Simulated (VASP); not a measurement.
# Sn (Fmmm) in VASP: single point with LDA

Aim: the single point of Sn with LDA.

All numbers are computed with VASP 6.6.1; they aren't measurements. Logs are shortened: lines on timing, memory, paths and dates and some standing lists are left out, and cuts for length are marked.

### Step 1. The cell of the first run

The structure is orthorhombic, space group Fmmm (No. 69). Conventional cell: a = 5.657 Å, b = 5.700 Å, c = 7.287 Å, α = 90.00°, β = 90.00°, γ = 90.00°. Within 3.7 Å of Sn (site symmetry mm2) lie 5 Sn at 2.84 to 2.96 Å.

### Step 2. Single point, LDA

Contents of INCAR:

```
PREC = Accurate
ENCUT = 520
EDIFF = 1E-6
ISMEAR = 0
SIGMA = 0.1
LREAL = False
LASPH = True
NELM = 100
ALGO = Fast
ISIF = 2
LWAVE = False
LCHARG = True
GGA = CA
LELF = True
LVHAR = True
NBANDS = 36
```

Contents of KPOINTS:

```
regular mesh
0
Gamma
  10 10 8
```

Contents of POSCAR:

```
Sn
1.0
    2.8497596817     -3.6433457314      0.0000000000
    2.8497596817      3.6433457314      0.0000000000
    0.0000000000      0.0000000000      5.6574442480
Sn
4
Direct
    0.0552694357      0.9447305643      0.7500000000
    0.5552694357      0.4447305643      0.2500000000
    0.9447305643      0.0552694357      0.2500000000
    0.4447305643      0.5552694357      0.7500000000
```

Potentials or basis: VASP PAW LDA potentials, release 64 (Sn_d).

Started as:

```bash
> cat potpaw_LDA.64/Sn_d/POTCAR > POTCAR
> mpirun -np 1 vasp_std > vasp.out
```

OUTCAR:

```text
PREC = Accurate
   ENCUT = 520
   EDIFF = 1E-6
   ISMEAR = 0
   LREAL = False
   LASPH = True
   NELM = 100
   ISIF = 2
   GGA = CA

 ion  position               nearest neighbor table
   1  0.055  0.945  0.750-   4 2.84   3 2.94   3 2.94   4 2.96   4 2.96
   2  0.555  0.445  0.250-   3 2.84   4 2.94   4 2.94   3 2.96   3 2.96
   3  0.945  0.055  0.250-   2 2.84   1 2.94   1 2.94   2 2.96   2 2.96
   4  0.445  0.555  0.750-   1 2.84   2 2.94   2 2.94   1 2.96   1 2.96

  LATTYP: Found a base centered orthorhombic cell.
 ALAT       =     5.6995193634
 B/A-ratio  =     1.2784747271
 C/A-ratio  =     0.9926177783

  Lattice vectors:

 A1 = (   2.8497596817,  -3.6433457314,   0.0000000000)
 A2 = (   2.8497596817,   3.6433457314,   0.0000000000)
 A3 = (   0.0000000000,   0.0000000000,   5.6574442480)

Analysis of symmetry for initial positions (statically):
=====================================================================
 Subroutine PRICEL returns following result:

  LATTYP: Found a face centered orthorhombic cell.
 ALAT       =     5.6574442480
 B/A-ratio  =     1.0074371242
 C/A-ratio  =     1.2879829024

  Lattice vectors:

 A1 = (   2.8497596817,   3.6433457314,   0.0000000000)
 A2 = (   0.0000000000,   3.6433457314,   2.8287221240)
 A3 = (   2.8497596817,   0.0000000000,   2.8287221240)

   2 primitive cells build up your supercell.

 Routine SETGRP: Setting up the symmetry group for a
 base centered orthorhombic supercell.

 Subroutine GETGRP returns: Found  8 space group operations
 (whereof  4 operations were pure point group operations)
 out of a pool of  8 trial point group operations.

The static configuration has the point symmetry C_2h.
 The point group associated with its full space group is D_2h.

Analysis of symmetry for dynamics (positions and initial velocities):
=====================================================================
 Subroutine PRICEL returns following result:

  LATTYP: Found a face centered orthorhombic cell.
 ALAT       =     5.6574442480
 B/A-ratio  =     1.0074371242
 C/A-ratio  =     1.2879829024

  Lattice vectors:

 A1 = (   2.8497596817,   3.6433457314,   0.0000000000)
 A2 = (   0.0000000000,   3.6433457314,   2.8287221240)
 A3 = (   2.8497596817,   0.0000000000,   2.8287221240)

   2 primitive cells build up your supercell.

 Routine SETGRP: Setting up the symmetry group for a
 base centered orthorhombic supercell.

 Subroutine GETGRP returns: Found  8 space group operations
 (whereof  4 operations were pure point group operations)
 out of a pool of  8 trial point group operations.

The dynamic configuration has the point symmetry C_2h.
 The point group associated with its full space group is D_2h.

 Subroutine INISYM returns: Found  8 space group operations
 (whereof  4 operations are pure point group operations),
 and found     2 'primitive' translations

----------------------------------------------------------------------------------------

                                     Primitive cell

  volume of cell :      58.7393

  direct lattice vectors                    reciprocal lattice vectors
     2.849759682  3.643345731  0.000000000     0.175453391  0.137236495 -0.176758260
     0.000000000  3.643345731  2.828722124    -0.175453391  0.137236495  0.176758260
     2.849759682  0.000000000  2.828722124     0.175453391 -0.137236495  0.176758260

  length of vectors
     4.625483581  4.612552111  4.015320547     0.284361092  0.284361092  0.284361092

  position of ions in fractional coordinates (direct lattice)
     0.194730564  0.694730564  0.805269436
     0.805269436  0.305269436  0.194730564

  ion indices of the primitive-cell ions
   primitive index   ion index
                 1           1
                 2           3

----------------------------------------------------------------------------------------

 KPOINTS: regular mesh

Automatic generation of k-mesh.
 Grid dimensions read from file:
 generate k-points for:   10   10    8

 Generating k-lattice:

  Cartesian coordinates                     Fractional coordinates (reciprocal lattice)
     0.017545339 -0.013723650  0.000000000     0.100000000  0.000000000  0.000000000
     0.017545339  0.013723650  0.000000000     0.000000000  0.100000000  0.000000000
     0.000000000  0.000000000  0.022094782     0.000000000  0.000000000  0.125000000

  Length of vectors
     0.022275042  0.022275042  0.022094782

  Shift w.r.t. Gamma in fractional coordinates (k-lattice)
     0.000000000  0.000000000  0.000000000

 Subroutine IBZKPT returns following result:
 ===========================================

 Found    155 irreducible k-points:

 Following reciprocal coordinates:
            Coordinates               Weight
  0.000000  0.000000  0.000000      1.000000
  0.100000  0.000000  0.000000      4.000000
  0.200000  0.000000  0.000000      4.000000
  0.300000  0.000000  0.000000      4.000000
  0.400000  0.000000  0.000000      4.000000
  0.500000  0.000000  0.000000      2.000000
[... 16 lines left out ...]
  0.300000  0.300000  0.000000      2.000000
  0.400000  0.300000  0.000000      4.000000
 [... further k-points ...]
   k-points           NKPTS =    155   k-points in BZ     NKDIM =    155   number of bands    NBANDS=     36
   number of dos      NEDOS =    301   number of ions     NIONS =      4
   total plane-waves  NPLWV =  54432
   dimension x,y,z NGX =    36 NGY =   36 NGZ =   42
   dimension x,y,z NGXF=    72 NGYF=   72 NGZF=   84
   ions per type =               4
   NGX,Y,Z   is equivalent  to a cutoff of  12.94, 12.94, 12.34 a.u.
   NGXF,Y,Z  is equivalent  to a cutoff of  25.88, 25.88, 24.68 a.u.
 SYSTEM =  unknown system
   PREC   = accura    normal or accurate (medium, high low for compatibility)
   ISTART =      0    job   : 0-new  1-cont  2-samecut
   ICHARG =      2    charge: 1-file 2-atom 10-const
   ISPIN  =      1    spin polarized calculation?
   LNONCOLLINEAR =      F non collinear calculations
   LSORBIT =      F    spin-orbit coupling
   LASPH  =      T    aspherical Exc in radial PAW
   ENCUT  =  520.0 eV  38.22 Ry    6.18 a.u.   8.60  8.60 10.52*2*pi/ulx,y,z
   NELM   =    100;   NELMIN=  2; NELMDL= -5     # of ELM steps
   EDIFF  = 0.1E-05   stopping-criterion for ELM
   LREAL  =      F    real-space projection
[... 7 lines left out ...]
   TEBEG  =    0.0;   TEEND  =   0.0 temperature during run
   PSTRESS=    0.0 pullay stress
   NELECT =      56.0000    total number of electrons
   NUPDOWN=      -1.0000    fix difference up-down
   EMIN   =  10.00;   EMAX   =-10.00  energy-range for DOS
   EFERMI =   0.00;   METHOD = LEGACY
   ISMEAR =     0;   SIGMA  =   0.10  broadening in eV -4-tet -1-fermi 0-gaus
   EFERMI_NEDOS =   21; number of points for ismear=-14 and -15
   IALGO  =     68    algorithm
   IMIX   =      4    mixing-type and parameters
     AMIX     =   0.40;   BMIX     =  1.00
     AMIX_MAG =   1.60;   BMIX_MAG =  1.00
  volume/ion in A,a.u.               =      29.37       198.20
  Fermi-wavevector in a.u.,A,eV,Ry     =   1.278845  2.416666 22.251570  1.635444
  Thomas-Fermi vector in A             =   2.411364
   LORBIT       =      0    0 simple, 1 ext, 2 COOP (PROOUT), +10 PAW based schemes
   GGA     = CA    functional components
   LHFCALC =     F    Hartree Fock is set to
   AEXX    =    0.0000 exact exchange contribution
   IVDW    =     0    specifies the selected vdW correction
   LEPSILON=     F    determine dielectric tensor
   LRPA    =     F    only Hartree local field effects (RPA)
 non-spin polarized calculation
 RMM-DIIS sequential band-by-band and
 Gauss-broadening in eV      SIGMA  =   0.10
  energy-cutoff  :      520.00
  volume of cell :      117.48
 maximum number of plane-waves:      3187
 NGX is ok and might be reduce to    36
   NGX = 17   NGY = 17   NGZ = 21

 number of electron      56.0000007 magnetization

 Free energy of the ion-electron system (eV)
  ---------------------------------------------------
  ext. energy  EPLUGINS =         0.00000000
  ---------------------------------------------------
  free energy    TOTEN  =       -17.62277694 eV

  energy without entropy =      -17.61453488  energy(sigma->0) =      -17.61865591

 E-fermi :   6.6190     XC(G=0): -10.0459

 val. band max:        6.6117998223   @ k =   0.5000   0.2000   0.0000
 cond. band min:       6.6207008572   @ k =  -0.1000   0.1000   0.0000
 fundamental gap:      0.0089010349
 Fermi energy:         6.6190394573

 k-point     1 :       0.0000    0.0000    0.0000
  band No.  band energies     occupation
      1     -14.8679      2.00000
      2     -14.7665      2.00000
      3     -14.7613      2.00000
      4     -14.7171      2.00000
      5     -14.6593      2.00000
      6     -14.6110      2.00000
[... 28 lines left out ...]
     35      12.0699      0.00000
     36      12.3373      0.00000

 k-point     2 :       0.1000    0.0000    0.0000
  band No.  band energies     occupation
      1     -14.8646      2.00000
      2     -14.7683      2.00000
      3     -14.7606      2.00000
      4     -14.7132      2.00000
      5     -14.6650      2.00000
      6     -14.6046      2.00000
[... 28 lines left out ...]
     35      11.9939      0.00000
     36      12.1883      0.00000

 k-point     3 :       0.2000    0.0000    0.0000
  band No.  band energies     occupation
      1     -14.8543      2.00000
      2     -14.7699      2.00000
      3     -14.7571      2.00000
      4     -14.7019      2.00000
      5     -14.6802      2.00000
      6     -14.5992      2.00000
[... 28 lines left out ...]
     35      11.4536      0.00000
     36      12.5647      0.00000
[... 742 lines left out ...]
 k-point    23 :       0.3000    0.3000    0.0000
  band No.  band energies     occupation
      1     -14.7944      2.00000
      2     -14.7869      2.00000
      3     -14.7293      2.00000
      4     -14.7247      2.00000
      5     -14.6727      2.00000
      6     -14.6167      2.00000
[... 28 lines left out ...]
     35      13.1310      0.00000
     36      14.0524      0.00000

 k-point    24 :       0.4000    0.3000    0.0000
  band No.  band energies     occupation
      1     -14.8202      2.00000
      2     -14.7800      2.00000
      3     -14.7070      2.00000
      4     -14.6971      2.00000
      5     -14.6849      2.00000
      6     -14.6353      2.00000
[... 28 lines left out ...]
     35      13.5749      0.00000
     36      14.0425      0.00000

 [... further k-points ...]
[... 5 lines left out ...]
  --------------------------------------------------------------------------------------
  -------------------------------------------------------------------------------------
  Total       -0.0024649     -0.0309198     -0.0262750      0.0000000      0.0000000      0.0000000
  in kB       -0.0336158     -0.4216858     -0.3583395      0.0000000      0.0000000      0.0000000
  external PRESSURE =      -0.2712137 kB  Pullay stress =       0.0000000 kB

 VOLUME and BASIS-vectors are now :
 -----------------------------------------------------------------------------
  energy-cutoff  :      520.00
  volume of cell :      117.48
      direct lattice vectors                 reciprocal lattice vectors
     2.849759682 -3.643345731  0.000000000     0.175453391 -0.137236495  0.000000000
     2.849759682  3.643345731  0.000000000     0.175453391  0.137236495  0.000000000
     0.000000000  0.000000000  5.657444248     0.000000000  0.000000000  0.176758260

 POSITION                                       TOTAL-FORCE (eV/Angst)
 -----------------------------------------------------------------------------------
      2.84976      3.24061      4.24308         0.000000      0.000821     -0.000000
      2.84976     -0.40273      1.41436         0.000000      0.000821      0.000000
      2.84976     -3.24061      1.41436         0.000000     -0.000821     -0.000000
      2.84976      0.40273      4.24308         0.000000     -0.000821      0.000000
 -----------------------------------------------------------------------------------
    total drift:                                0.000000      0.000000     -0.000000

  FREE ENERGIE OF THE ION-ELECTRON SYSTEM (eV)
  ---------------------------------------------------
  free  energy   TOTEN  =       -17.6227769420 eV

  energy  without entropy=      -17.6145348831  energy(sigma->0) =      -17.61865591
```

Wall time 4.1 min (1 thread of Intel Xeon 6975P-C (Granite Rapids), shared host); peak memory 0.51 GiB.

Results:

```yaml
Free_energy: -17.6228 eV
Pressure: 0.0 GPa
Band_gap_on_the_k_mesh: zero (bands 28 and 29 overlap by 3.00 eV)
```

Caveat: spin-orbit coupling is left out, which moves the levels of the heavy elements.
